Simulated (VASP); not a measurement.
# AlAs (F-43m) in VASP: G0W0 quasiparticle levels with PBEsol

Aim: the G0W0 quasiparticle levels of AlAs with PBEsol.

Everything below comes from runs of VASP 6.6.1. Logs are shortened: lines on timing, memory, paths and dates and some standing lists are left out, and cuts for length are marked.

### 1 The cell of the first run

Symmetry: F-43m, No. 216, cubic system. The conventional cell has a = 5.661 Å, b = 5.661 Å, c = 5.661 Å, α = 90.00°, β = 90.00°, γ = 90.00°. Al (site symmetry -43m) has 4 As at 2.45 Å within 3.2 Å. As (site symmetry -43m) has 4 Al at 2.45 Å within 3.2 Å.

### 2 G0W0 quasiparticle levels, PBEsol

POSCAR reads:

```
AlAs
1.0
    0.0000000000      2.8304000000      2.8304000000
    2.8304000000      0.0000000000      2.8304000000
    2.8304000000      2.8304000000      0.0000000000
Al As
1 1
Direct
    0.0000000000      0.0000000000      0.0000000000
    0.2500000000      0.2500000000      0.2500000000
```

INCAR.step1 reads:

```
ALGO = Normal
EDIFF = 1E-8
ENCUT = 500
GGA = PS
ISMEAR = 0
LASPH = True
LCHARG = False
LREAL = False
LWAVE = True
NELM = 100
PREC = Accurate
SIGMA = 0.01
```

INCAR.step2 reads:

```
ALGO = Exact
EDIFF = 1E-8
ENCUT = 500
GGA = PS
ISMEAR = 0
ISTART = 1
LASPH = True
LCHARG = False
LOPTICS = True
LREAL = False
LWAVE = True
NBANDS = 48
NELM = 1
PREC = Accurate
SIGMA = 0.01
```

INCAR.step3 reads:

```
ALGO = EVGW0
EDIFF = 1E-8
ENCUT = 500
ENCUTGW = 80.0
GGA = PS
ISMEAR = 0
ISTART = 1
LASPH = True
LCHARG = False
LREAL = False
LWAVE = False
NBANDS = 48
NBANDSGW = 12
NELMGW = 1
NOMEGA = 48
PREC = Accurate
PRECFOCK = Fast
SIGMA = 0.01
```

KPOINTS reads:

```
k-points
0
Gamma
  4 4 4
```

Potentials or basis: VASP PAW PBE potentials, release 64 (Al_GW, As_GW).

On the command line:

```sh
> cat potpaw_PBE.64/Al_GW/POTCAR potpaw_PBE.64/As_GW/POTCAR > POTCAR
> cp INCAR.step1 INCAR
> mpirun -np 1 vasp_std > vasp.out
> cp INCAR.step2 INCAR
> mpirun -np 1 vasp_std > vasp.out
> cp INCAR.step3 INCAR
> mpirun -np 1 vasp_std > vasp.out
```

OUTCAR:

```text
EDIFF = 1E-8
   ENCUT = 500
   ENCUTGW = 80.0
   GGA = PS
   ISMEAR = 0
   ISTART = 1
   LASPH = True
   LREAL = False
   NELMGW = 1
   PREC = Accurate
   PRECFOCK = Fast

 ion  position               nearest neighbor table
   1  0.000  0.000  0.000-   2 2.45   2 2.45   2 2.45   2 2.45
   2  0.250  0.250  0.250-   1 2.45   1 2.45   1 2.45   1 2.45

  LATTYP: Found a face centered cubic cell.
 ALAT       =     5.6608000000

  Lattice vectors:

 A1 = (   0.0000000000,   2.8304000000,   2.8304000000)
 A2 = (   2.8304000000,   0.0000000000,   2.8304000000)
 A3 = (   2.8304000000,   2.8304000000,   0.0000000000)

Analysis of symmetry for initial positions (statically):
=====================================================================
 Subroutine PRICEL returns:
 Original cell was already a primitive cell.

 Routine SETGRP: Setting up the symmetry group for a
 face centered cubic supercell.

 Subroutine GETGRP returns: Found 24 space group operations
 (whereof 24 operations were pure point group operations)
 out of a pool of 48 trial point group operations.

The static configuration has the point symmetry T_d .

Analysis of symmetry for dynamics (positions and initial velocities):
=====================================================================
 Subroutine PRICEL returns:
 Original cell was already a primitive cell.

 Routine SETGRP: Setting up the symmetry group for a
 face centered cubic supercell.

 Subroutine GETGRP returns: Found 24 space group operations
 (whereof 24 operations were pure point group operations)
 out of a pool of 48 trial point group operations.

The dynamic configuration has the point symmetry T_d .

 Subroutine INISYM returns: Found 24 space group operations
 (whereof 24 operations are pure point group operations),
 and found     1 'primitive' translations

----------------------------------------------------------------------------------------

                                     Primitive cell

  volume of cell :      45.3496

  direct lattice vectors                    reciprocal lattice vectors
     0.000000000  2.830400000  2.830400000    -0.176653477  0.176653477  0.176653477
     2.830400000  0.000000000  2.830400000     0.176653477 -0.176653477  0.176653477
     2.830400000  2.830400000  0.000000000     0.176653477  0.176653477 -0.176653477

  length of vectors
     4.002790067  4.002790067  4.002790067     0.305972797  0.305972797  0.305972797

  position of ions in fractional coordinates (direct lattice)
     0.000000000  0.000000000  0.000000000
     0.250000000  0.250000000  0.250000000

  ion indices of the primitive-cell ions
   primitive index   ion index
                 1           1
                 2           2

----------------------------------------------------------------------------------------

 KPOINTS: k-points

Automatic generation of k-mesh.
 Grid dimensions read from file:
 generate k-points for:    4    4    4

 Generating k-lattice:

  Cartesian coordinates                     Fractional coordinates (reciprocal lattice)
    -0.044163369  0.044163369  0.044163369     0.250000000  0.000000000  0.000000000
     0.044163369 -0.044163369  0.044163369     0.000000000  0.250000000  0.000000000
     0.044163369  0.044163369 -0.044163369     0.000000000  0.000000000  0.250000000

  Length of vectors
     0.076493199  0.076493199  0.076493199

  Shift w.r.t. Gamma in fractional coordinates (k-lattice)
     0.000000000  0.000000000  0.000000000

 Subroutine IBZKPT returns following result:
 ===========================================

 Found      8 irreducible k-points:

 Following reciprocal coordinates:
            Coordinates               Weight
  0.000000  0.000000  0.000000      1.000000
  0.250000  0.000000  0.000000      8.000000
  0.500000  0.000000  0.000000      4.000000
  0.250000  0.250000  0.000000      6.000000
  0.500000  0.250000  0.000000     24.000000
 -0.250000  0.250000  0.000000     12.000000
  0.500000  0.500000  0.000000      3.000000
 -0.250000  0.500000  0.250000      6.000000
   k-points           NKPTS =      8   k-points in BZ     NKDIM =     64   number of bands    NBANDS=     48
   number of dos      NEDOS =    301   number of ions     NIONS =      2
   total plane-waves  NPLWV =  27000
   dimension x,y,z NGX =    30 NGY =   30 NGZ =   30
   dimension x,y,z NGXF=    60 NGYF=   60 NGZF=   60
   ions per type =               1   1
   NGX,Y,Z   is equivalent  to a cutoff of  12.46, 12.46, 12.46 a.u.
   NGXF,Y,Z  is equivalent  to a cutoff of  24.92, 24.92, 24.92 a.u.
 SYSTEM =  unknown system
   PREC   = accura    normal or accurate (medium, high low for compatibility)
   ISTART =      1    job   : 0-new  1-cont  2-samecut
   ICHARG =      0    charge: 1-file 2-atom 10-const
   ISPIN  =      1    spin polarized calculation?
   LNONCOLLINEAR =      F non collinear calculations
   LSORBIT =      F    spin-orbit coupling
   LASPH  =      T    aspherical Exc in radial PAW
   ENCUT  =  500.0 eV  36.75 Ry    6.06 a.u.   7.30  7.30  7.30*2*pi/ulx,y,z
   NELM   =     60;   NELMIN=  2; NELMDL=  0     # of ELM steps
   EDIFF  = 0.1E-07   stopping-criterion for ELM
   LREAL  =      F    real-space projection
   EDIFFG = 0.1E-06   stopping-criterion for IOM
   NSW    =      0    number of steps for IOM
   IBRION =     -1    ionic relax: 0-MD 1-quasi-New 2-CG
   NFREE  =      0    steps in history (QN), initial steepest desc. (CG)
   ISIF   =      0    stress and relaxation
   ISYM   =      3    0-nonsym 1-usesym 2-fastsym
   POTIM  = 0.5000    time-step for ionic-motion
   TEBEG  =    0.0;   TEEND  =   0.0 temperature during run
   PSTRESS=    0.0 pullay stress
   NELECT =       8.0000    total number of electrons
   NUPDOWN=      -1.0000    fix difference up-down
   EMIN   =  10.00;   EMAX   =-10.00  energy-range for DOS
   EFERMI =   0.00;   METHOD = LEGACY
   ISMEAR =     0;   SIGMA  =   0.01  broadening in eV -4-tet -1-fermi 0-gaus
   EFERMI_NEDOS =   21; number of points for ismear=-14 and -15
   IALGO  =     38    algorithm
   IMIX   =      4    mixing-type and parameters
     AMIX     =   0.40;   BMIX     =  1.00
     AMIX_MAG =   1.60;   BMIX_MAG =  1.00
  volume/ion in A,a.u.               =      22.67       153.02
  Fermi-wavevector in a.u.,A,eV,Ry     =   0.918150  1.735052 11.469706  0.843000
  Thomas-Fermi vector in A             =   2.043199
   LORBIT       =      0    0 simple, 1 ext, 2 COOP (PROOUT), +10 PAW based schemes
   GGA     = PS    functional components
   LHFCALC =     T    Hartree Fock is set to
   PRECFOCK=fast      Normal, Fast or Accurate (Low or Medium for compatibility)
   ENCUT4O =  -1.0   cutoff for four orbital integrals eV
   NKREDX  =     1    reduce k-point grid by
   NKREDY  =     1    reduce k-point grid by
   NKREDZ  =     1    reduce k-point grid by
   AEXX    =    1.0000 exact exchange contribution
   HFSCREEN=    0.0000 screening length (either q_TF or 0.3 A-1)
   HFSCREENC=   0.0000 screening length for correlation (either q_TF or 0.3 A-1)
   ENCUTFOCK=  -1.0 apply spherical cutoff to Coloumb kernel
   IVDW    =     0    specifies the selected vdW correction
   LEPSILON=     F    determine dielectric tensor
   LRPA    =     F    only Hartree local field effects (RPA)
   LRPAFORCE           =     F    calculate RPA forces
   ENCUTGW             =  80.0    cutoff for response function in eV
   ENCUTGWSOFT         =  64.0    soft cutoff for Coulomb kernel in GW response function in eV
   ENCUTLF             =  -1.0    cutoff for local field effects
   NELMGW              =     1    number of iterations in solving QP/BSE equation
   NELMHF              =     1    number of iterations in the inner HF iteration
   NKREDLFX            =     1    NKREDLFY  =   1   NKREDLFZ  =   1
 non-spin polarized calculation
 Gauss-broadening in eV      SIGMA  =   0.01
  energy-cutoff  :      500.00
  volume of cell :       45.35
 maximum number of plane-waves:      1174
 NGX is ok and might be reduce to    30
  NGX = 18; NGY = 18; NGZ = 18
   NGX = 15   NGY = 15   NGZ = 15
 maximum number of plane-waves:        80
 NGX is ok and might be reduce to    14

 QP shifts <psi_nk| G(iteration)W_0 |psi_nk>: iteration 1
 for sc-GW calculations column KS-energies equals QP-energies in previous step
 and V_xc(KS)=  KS-energies - (<T + V_ion + V_H > + <T+V_H+V_ion>^1  + <V_x>^1)

 k-point   1 :       0.0000    0.0000    0.0000
  band No.  KS-energies  QP-energies   sigma(KS)   V_xc(KS)     V^pw_x(r,r')   Z            occupation Imag(sigma)

      1      -8.5136      -8.7757     -11.3691     -10.9656     -17.8704       0.6496       2.0000       1.1600
      2       3.3793       3.1778     -11.5942     -11.3333     -13.2686       0.7722       2.0000       0.0699
      3       3.3793       3.1778     -11.5942     -11.3333     -13.2686       0.7722       2.0000       0.0699
      4       3.3793       3.1778     -11.5942     -11.3333     -13.2686       0.7722       2.0000       0.0699
      5       5.3340       6.0823      -9.0874     -10.0572      -5.5116       0.7716       0.0000      -0.0810
      6       7.6106       8.0538      -8.6391      -9.2275      -4.5509       0.7532       0.0000      -0.1082
      7       7.6106       8.0538      -8.6391      -9.2275      -4.5509       0.7532       0.0000      -0.1082
      8       7.6106       8.0538      -8.6391      -9.2275      -4.5509       0.7532       0.0000      -0.1082
      9      12.0617      12.3556      -7.3967      -7.7846      -2.2666       0.7576       0.0000      -0.3049
     10      12.3466      12.7913      -8.5682      -9.1626      -3.6659       0.7481       0.0000      -0.2474
     11      12.3466      12.7913      -8.5682      -9.1626      -3.6659       0.7481       0.0000      -0.2474
     12      14.6572      14.9090      -7.4960      -7.8325      -2.0160       0.7481       0.0000      -0.5406

 k-point   2 :       0.2500    0.0000    0.0000
  band No.  KS-energies  QP-energies   sigma(KS)   V_xc(KS)     V^pw_x(r,r')   Z            occupation Imag(sigma)
[... 97 lines left out ...]
      1      -6.4889      -6.5886     -12.0579     -11.9144     -17.8638       0.6946       2.0000       0.8585
      2      -1.7354      -2.1325     -10.6353     -10.0694     -14.0212       0.7017       2.0000       0.2387
      3       0.1477      -0.2512     -10.4938      -9.9512     -12.9500       0.7351       2.0000       0.1292
      4       0.5006       0.1242     -10.3651      -9.8568     -12.5712       0.7406       2.0000       0.1108
      5       7.5937       7.9607      -8.5419      -9.0258      -4.6707       0.7583       0.0000      -0.1078
      6       8.9822       9.5908      -9.2765     -10.0881      -4.9492       0.7499       0.0000      -0.1472
      7       8.9911       9.4762      -8.3924      -9.0415      -3.7289       0.7474       0.0000      -0.1670
      8       9.3287       9.6723      -8.2877      -8.7415      -3.9579       0.7572       0.0000      -0.1384
      9      13.9066      14.4194      -9.0937      -9.7982      -3.3430       0.7279       0.0000      -0.5213
     10      15.6470      16.2033      -9.3991     -10.1527      -3.7256       0.7382       0.0000      -0.5928
     11      15.8803      16.3965      -8.8200      -9.5189      -2.9986       0.7385       0.0000      -0.6696
     12      17.2552      17.8351      -9.0043      -9.7867      -3.2096       0.7411       0.0000      -0.7097
```

It took 80 s on 1 thread of Intel Xeon Platinum 8559C (Emerald Rapids), shared host; peak memory 0.43 GiB.

Results:

| Property | Result |
| --- | --- |
| Quasiparticle gap | 1.78 eV |
| Least direct quasiparticle gap | 2.90 eV |
| Band gap of the starting levels on the mesh | 1.29 eV |
| Least direct gap of the starting levels on the mesh | 1.95 eV |

Caveat: the k points lie up to 0.48 Å⁻¹ apart; bands, screening cutoff and mesh are small and nothing is extrapolated, so the quasiparticle values aren't converged.
